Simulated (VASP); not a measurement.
# Pb4F (P4/mmm) in VASP: single point with PBE

Aim: the single point of Pb4F with PBE.

Everything below comes from runs of VASP 6.6.1. Logs are shortened: lines on timing, memory, paths and dates and some standing lists are left out, and cuts for length are marked.

### Step 1. The cell of the first run

The structure is tetragonal, space group P4/mmm (No. 123). Conventional cell: a = 4.775 Å, b = 4.775 Å, c = 6.424 Å, α = 90.00°, β = 90.00°, γ = 90.00°. Within 3.8 Å of Pb (site symmetry 2mm) lie 2 F at 2.88 Å and 6 Pb at 3.20 to 3.38 Å. F (site symmetry 4/mmm) has 8 Pb at 2.88 Å within 3.8 Å.

### Step 2. Single point, PBE (atoms taken out)

Input file INCAR:

```
SYSTEM = Pb4F
  PREC = Accurate
  ENCUT = 520
  EDIFF = 1E-6
  ISMEAR = 0
  SIGMA = 0.1
  LREAL = .False.
  LASPH = .True.
  NELM = 100
  ALGO = Normal
  ISIF = 2
  LWAVE = .False.
  LCHARG = .True.
  GGA = PE
  LELF = .True.
  LVHAR = .True.
  NBANDS = 40
```

Input file KPOINTS:

```
regular mesh
0
Gamma
  8 8 6
  0 0 0
```

Input file POSCAR:

```
Pb4F
1.0
    4.7750377630      0.0000000000      0.0000000000
    0.0000000000      4.7750377630      0.0000000000
    0.0000000000      0.0000000000      6.4244446657
Pb F
4 1
Direct
    0.5000000000      0.0000000000      0.2509198042
    0.0000000000      0.5000000000      0.7490801958
    0.5000000000      0.0000000000      0.7490801958
    0.0000000000      0.5000000000      0.2509198042
    0.0000000000      0.0000000000      0.0000000000
```

Potentials or basis: VASP PAW PBE potentials, release 64 (Pb_d, F).

Run with:

```sh
cat potpaw_PBE.64/Pb_d/POTCAR potpaw_PBE.64/F/POTCAR > POTCAR
mpirun -np 1 vasp_std > vasp.out
```

OUTCAR:

```text
SYSTEM = Pb4F
   PREC = Accurate
   ENCUT = 520
   EDIFF = 1E-6
   ISMEAR = 0
   LREAL = .False.
   LASPH = .True.
   NELM = 100
   ISIF = 2
   GGA = PE

 ion  position               nearest neighbor table
   1  0.500  0.000  0.251-   5 2.88   5 2.88   3 3.20   3 3.22   4 3.38   4 3.38   4 3.38   4 3.38

   2  0.000  0.500  0.749-   5 2.88   5 2.88   4 3.20   4 3.22   3 3.38   3 3.38   3 3.38   3 3.38

   3  0.500  0.000  0.749-   5 2.88   5 2.88   1 3.20   1 3.22   2 3.38   2 3.38   2 3.38   2 3.38

   4  0.000  0.500  0.251-   5 2.88   5 2.88   2 3.20   2 3.22   1 3.38   1 3.38   1 3.38   1 3.38

   5  0.000  0.000  0.000-   1 2.88   2 2.88   3 2.88   4 2.88   2 2.88   4 2.88   1 2.88   3 2.88

  LATTYP: Found a simple tetragonal cell.
 ALAT       =     4.7750377630
 C/A-ratio  =     1.3454227976

  Lattice vectors:

 A1 = (   4.7750377630,   0.0000000000,   0.0000000000)
 A2 = (   0.0000000000,   4.7750377630,   0.0000000000)
 A3 = (   0.0000000000,   0.0000000000,   6.4244446657)

Analysis of symmetry for initial positions (statically):
=====================================================================
 Subroutine PRICEL returns:
 Original cell was already a primitive cell.

 Routine SETGRP: Setting up the symmetry group for a
 simple tetragonal supercell.

 Subroutine GETGRP returns: Found 16 space group operations
 (whereof 16 operations were pure point group operations)
 out of a pool of 16 trial point group operations.

The static configuration has the point symmetry D_4h.

Analysis of symmetry for dynamics (positions and initial velocities):
=====================================================================
 Subroutine PRICEL returns:
 Original cell was already a primitive cell.

 Routine SETGRP: Setting up the symmetry group for a
 simple tetragonal supercell.

 Subroutine GETGRP returns: Found 16 space group operations
 (whereof 16 operations were pure point group operations)
 out of a pool of 16 trial point group operations.

The dynamic configuration has the point symmetry D_4h.

 Subroutine INISYM returns: Found 16 space group operations
 (whereof 16 operations are pure point group operations),
 and found     1 'primitive' translations

----------------------------------------------------------------------------------------

                                     Primitive cell

  volume of cell :     146.4837

  direct lattice vectors                    reciprocal lattice vectors
     4.775037763  0.000000000  0.000000000     0.209422428  0.000000000  0.000000000
     0.000000000  4.775037763  0.000000000     0.000000000  0.209422428  0.000000000
     0.000000000  0.000000000  6.424444666     0.000000000  0.000000000  0.155655477

  length of vectors
     4.775037763  4.775037763  6.424444666     0.209422428  0.209422428  0.155655477

  position of ions in fractional coordinates (direct lattice)
     0.500000000  0.000000000  0.250919804
     0.000000000  0.500000000  0.749080196
     0.500000000  0.000000000  0.749080196
     0.000000000  0.500000000  0.250919804
     0.000000000  0.000000000  0.000000000

  ion indices of the primitive-cell ions
   primitive index   ion index
                 1           1
                 2           2
                 3           3
                 4           4
                 5           5

----------------------------------------------------------------------------------------

 KPOINTS: regular mesh

Automatic generation of k-mesh.
 Grid dimensions read from file:
 generate k-points for:    8    8    6

 Generating k-lattice:

  Cartesian coordinates                     Fractional coordinates (reciprocal lattice)
     0.026177803  0.000000000  0.000000000     0.125000000  0.000000000  0.000000000
     0.000000000  0.026177803  0.000000000     0.000000000  0.125000000  0.000000000
     0.000000000  0.000000000  0.025942580     0.000000000  0.000000000  0.166666667

  Length of vectors
     0.026177803  0.026177803  0.025942580

  Shift w.r.t. Gamma in fractional coordinates (k-lattice)
     0.000000000  0.000000000  0.000000000

 Subroutine IBZKPT returns following result:
 ===========================================

 Found     60 irreducible k-points:

 Following reciprocal coordinates:
            Coordinates               Weight
  0.000000  0.000000  0.000000      1.000000
  0.125000  0.000000  0.000000      4.000000
  0.250000  0.000000  0.000000      4.000000
  0.375000  0.000000  0.000000      4.000000
  0.500000  0.000000  0.000000      2.000000
  0.125000  0.125000  0.000000      4.000000
[... 16 lines left out ...]
  0.375000  0.125000  0.166667     16.000000
  0.500000  0.125000  0.166667      8.000000
 [... further k-points ...]
   k-points           NKPTS =     60   k-points in BZ     NKDIM =     60   number of bands    NBANDS=     40
   number of dos      NEDOS =    301   number of ions     NIONS =      5
   total plane-waves  NPLWV =  62208
   dimension x,y,z NGX =    36 NGY =   36 NGZ =   48
   dimension x,y,z NGXF=    72 NGYF=   72 NGZF=   96
   ions per type =               4   1
   NGX,Y,Z   is equivalent  to a cutoff of  12.53, 12.53, 12.42 a.u.
   NGXF,Y,Z  is equivalent  to a cutoff of  25.07, 25.07, 24.84 a.u.
 SYSTEM =  Pb4F
   PREC   = accura    normal or accurate (medium, high low for compatibility)
   ISTART =      0    job   : 0-new  1-cont  2-samecut
   ICHARG =      2    charge: 1-file 2-atom 10-const
   ISPIN  =      1    spin polarized calculation?
   LNONCOLLINEAR =      F non collinear calculations
   LSORBIT =      F    spin-orbit coupling
   LASPH  =      T    aspherical Exc in radial PAW
   ENCUT  =  520.0 eV  38.22 Ry    6.18 a.u.   8.88  8.88 11.95*2*pi/ulx,y,z
   NELM   =    100;   NELMIN=  2; NELMDL= -5     # of ELM steps
   EDIFF  = 0.1E-05   stopping-criterion for ELM
   LREAL  =      F    real-space projection
   EDIFFG = 0.1E-04   stopping-criterion for IOM
   NSW    =      0    number of steps for IOM
[... 5 lines left out ...]
   TEBEG  =    0.0;   TEEND  =   0.0 temperature during run
   PSTRESS=    0.0 pullay stress
   NELECT =      63.0000    total number of electrons
   NUPDOWN=      -1.0000    fix difference up-down
   EMIN   =  10.00;   EMAX   =-10.00  energy-range for DOS
   EFERMI =   0.00;   METHOD = LEGACY
   ISMEAR =     0;   SIGMA  =   0.10  broadening in eV -4-tet -1-fermi 0-gaus
   EFERMI_NEDOS =   21; number of points for ismear=-14 and -15
   IALGO  =     38    algorithm
   IMIX   =      4    mixing-type and parameters
     AMIX     =   0.40;   BMIX     =  1.00
     AMIX_MAG =   1.60;   BMIX_MAG =  1.00
  volume/ion in A,a.u.               =      29.30       197.70
  Fermi-wavevector in a.u.,A,eV,Ry     =   1.235735  2.335200 20.776647  1.527040
  Thomas-Fermi vector in A             =   2.370372
   LORBIT       =      0    0 simple, 1 ext, 2 COOP (PROOUT), +10 PAW based schemes
   GGA     = PE    functional components
   LHFCALC =     F    Hartree Fock is set to
   AEXX    =    0.0000 exact exchange contribution
   IVDW    =     0    specifies the selected vdW correction
   LEPSILON=     F    determine dielectric tensor
   LRPA    =     F    only Hartree local field effects (RPA)
 non-spin polarized calculation
 Gauss-broadening in eV      SIGMA  =   0.10
  energy-cutoff  :      520.00
  volume of cell :      146.48
 maximum number of plane-waves:      3984
 NGX is ok and might be reduce to    36
   NGX = 17   NGY = 17   NGZ = 23

 number of electron      63.0000008 magnetization

 Free energy of the ion-electron system (eV)
  ---------------------------------------------------
  ext. energy  EPLUGINS =         0.00000000
  ---------------------------------------------------
  free energy    TOTEN  =       -17.58858878 eV

  energy without entropy =      -17.57358818  energy(sigma->0) =      -17.58108848

 E-fermi :   5.5570     XC(G=0):  -9.5455

 val. band max:        5.5561797957   @ k =   0.2500   0.2500   0.1667
 cond. band min:       5.5635942187   @ k =   0.1250   0.0000   0.5000
 fundamental gap:      0.0074144230
 Fermi energy:         5.5570126718

 k-point     1 :       0.0000    0.0000    0.0000
  band No.  band energies     occupation
      1     -17.2728      2.00000
      2     -11.7791      2.00000
      3     -11.7118      2.00000
      4     -11.6810      2.00000
      5     -11.6294      2.00000
      6     -11.5587      2.00000
[... 32 lines left out ...]
     39      11.8917      0.00000
     40      11.8918      0.00000

 k-point     2 :       0.1250    0.0000    0.0000
  band No.  band energies     occupation
      1     -17.2720      2.00000
      2     -11.7727      2.00000
      3     -11.6937      2.00000
      4     -11.6634      2.00000
      5     -11.6345      2.00000
      6     -11.5540      2.00000
[... 32 lines left out ...]
     39      11.3770      0.00000
     40      11.4066      0.00000

 k-point     3 :       0.2500    0.0000    0.0000
  band No.  band energies     occupation
      1     -17.2706      2.00000
      2     -11.7550      2.00000
      3     -11.6493      2.00000
      4     -11.6415      2.00000
      5     -11.6124      2.00000
      6     -11.5409      2.00000
[... 32 lines left out ...]
     39      10.7339      0.00000
     40      11.6225      0.00000

 k-point     4 :       0.3750    0.0000    0.0000
  band No.  band energies     occupation
      1     -17.2688      2.00000
      2     -11.7292      2.00000
      3     -11.6721      2.00000
      4     -11.5612      2.00000
      5     -11.5344      2.00000
      6     -11.5229      2.00000
[... 32 lines left out ...]
     39      11.5187      0.00000
     40      12.0939      0.00000
[... 772 lines left out ...]
     39      10.9305      0.00000
     40      11.5520      0.00000

 k-point    23 :       0.3750    0.1250    0.1667
  band No.  band energies     occupation
      1     -17.2682      2.00000
      2     -11.7052      2.00000
      3     -11.6453      2.00000
      4     -11.5425      2.00000
      5     -11.5421      2.00000
      6     -11.5255      2.00000
[... 32 lines left out ...]
     39      10.9581      0.00000
     40      11.2852      0.00000

 k-point    24 :       0.5000    0.1250    0.1667
  band No.  band energies     occupation
      1     -17.2676      2.00000
      2     -11.6760      2.00000
      3     -11.6745      2.00000
      4     -11.5123      2.00000
      5     -11.4920      2.00000
      6     -11.4644      2.00000
[... 32 lines left out ...]
     39      11.3146      0.00000
     40      11.4001      0.00000

 [... further k-points ...]

------------------------ aborting loop because EDIFF is reached ----------------------------------------

  FORCE on cell =-STRESS in cart. coord.  units (eV):
  Direction    XX          YY          ZZ          XY          YZ          ZX
  --------------------------------------------------------------------------------------
  -------------------------------------------------------------------------------------
  Total       -0.0455639     -0.0455639     -0.1083141      0.0000000      0.0000000      0.0000000
  in kB       -0.4983588     -0.4983588     -1.1846944      0.0000000      0.0000000      0.0000000
  external PRESSURE =      -0.7271373 kB  Pullay stress =       0.0000000 kB

 VOLUME and BASIS-vectors are now :
 -----------------------------------------------------------------------------
  energy-cutoff  :      520.00
  volume of cell :      146.48
      direct lattice vectors                 reciprocal lattice vectors
     4.775037763  0.000000000  0.000000000     0.209422428  0.000000000  0.000000000
     0.000000000  4.775037763  0.000000000     0.000000000  0.209422428  0.000000000
     0.000000000  0.000000000  6.424444666     0.000000000  0.000000000  0.155655477

 POSITION                                       TOTAL-FORCE (eV/Angst)
 -----------------------------------------------------------------------------------
      2.38752      0.00000      1.61202        -0.000000     -0.000000     -0.000468
      0.00000      2.38752      4.81242         0.000000      0.000000      0.000468
      2.38752      0.00000      4.81242         0.000000     -0.000000      0.000468
      0.00000      2.38752      1.61202        -0.000000      0.000000     -0.000468
      0.00000      0.00000      0.00000        -0.000000      0.000000      0.000000
 -----------------------------------------------------------------------------------
    total drift:                                0.000000      0.000000     -0.000000

  FREE ENERGIE OF THE ION-ELECTRON SYSTEM (eV)
  ---------------------------------------------------
  free  energy   TOTEN  =       -17.5885887762 eV

  energy  without entropy=      -17.5735881774  energy(sigma->0) =      -17.58108848
```

Run time: 4.2 min. Hardware: 1 thread of Intel Xeon Platinum 8375C at 2.90GHz (Ice Lake), shared host; peak memory 0.41 GiB.

What came out:

```yaml
Free_energy: -17.5886 eV
Pressure: -0.1 GPa
Band_gap_on_the_k_mesh: zero (an odd number of electrons rules out a gap without spin polarisation)
```

Levels at points of the mesh, in eV from the Fermi level:
| k point | band 28 | band 29 | band 30 | band 31 | band 32 | band 33 | band 34 | band 35 | band 36 | band 37 |
| --- | --- | --- | --- | --- | --- | --- | --- | --- | --- | --- |
| (0.00, 0.00, 0.00) | -4.02 | -3.37 | -1.03 | -1.03 | -0.26 | 0.28 | 0.28 | 3.83 | 4.33 | 4.33 |
| (0.50, 0.00, 0.00) | -4.05 | -2.00 | -1.27 | 0.05 | 0.20 | 0.70 | 1.20 | 2.42 | 2.48 | 2.53 |
| (0.50, 0.50, 0.00) | -4.52 | -3.69 | -2.97 | -1.43 | -0.95 | -0.95 | 0.19 | 3.50 | 5.22 | 5.80 |
| (0.00, 0.00, 0.50) | -4.38 | -1.03 | -1.03 | 0.02 | 0.02 | 0.36 | 0.37 | 3.79 | 3.84 | 4.33 |
| (0.50, 0.00, 0.50) | -3.91 | 0.92 | 0.97 | 1.01 | 1.07 | 1.08 | 1.13 | 1.34 | 1.46 | 2.07 |
| (0.50, 0.50, 0.50) | -3.85 | -2.82 | -2.77 | -1.65 | -1.44 | 1.86 | 1.86 | 2.53 | 2.53 | 6.42 |

Caveat: the cell differs from its parent crystal (atoms taken out); spin-orbit coupling is left out, which moves the levels of the heavy elements; an odd number of electrons without spin polarisation forces a metal; a magnetic or distorted state may lie lower.
